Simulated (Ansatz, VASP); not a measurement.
**Two plane-wave programs on Mg**

File INCAR:

```
ALGO = Normal ; EDIFF = 1E-6
ENCUT = 520 ; ISIF = 2
ISMEAR = 0 ; LASPH = True
LCHARG = False ; LREAL = False
LWAVE = False ; NBANDS = 7
NELM = 100 ; PREC = Accurate
SIGMA = 0.15
```

KPOINTS

```
k-points
0
Gamma
  22 22 22
```

POSCAR

```
Mg
1.0
   -1.9381961285      1.9381961285      1.5069579671
    1.9381961285     -1.9381961285      1.5069579671
    1.9381961285      1.9381961285     -1.5069579671
Mg
1
Direct
    0.0000000000      0.0000000000      0.0000000000
```

Input for Ansatz:

```yaml
crystal:
  lattice:
    - [-1.9381961285, 1.9381961285, 1.5069579671]
    - [1.9381961285, -1.9381961285, 1.5069579671]
    - [1.9381961285, 1.9381961285, -1.5069579671]
  atoms:
    - { symbol: Mg, position: [0.0, 0.0, 0.0] }
basis:
  ecutwfc: 420
kpoints:
  mp_grid: { grid: [22, 22, 22] }
hamiltonian:
  xc: lda
scf:
  occupations: { method: gaussian, width: 0.15 }
output:
  forces: true
  stress: true
  eigenvalues: true
```

Alike in both runs: task single point; functional LDA; k mesh 22 × 22 × 22; occupations gaussian, width 0.15 eV; no spin polarisation.

|  | VASP | Ansatz |
| --- | --- | --- |
| version | VASP 6.6.1 | Ansatz 0.2.0 |
| potentials or method | VASP PAW LDA potentials, release 64 (Mg), cutoff 520 eV | scalar-relativistic, plane waves, PAW |
| valence electrons in the cell | 2 | 10 |

```csv
,VASP,Ansatz,Ansatz less VASP
gap on the k mesh at the Fermi level (eV),none,none,-
pressure (GPa),-0.9,-0.5,+0.30
"traceless stress, the component that is largest in VASP (GPa)",3.14,3.13,-0.016
```

LDA's correlation is that of Perdew and Zunger in VASP and of Perdew and Wang (1992) in Ansatz. A gap of «none» marks a metal or a gap that the smearing closes. VASP's potentials hold 2 valence electrons a cell and Ansatz's 10, so a difference there can come from the potentials and not from the codes.
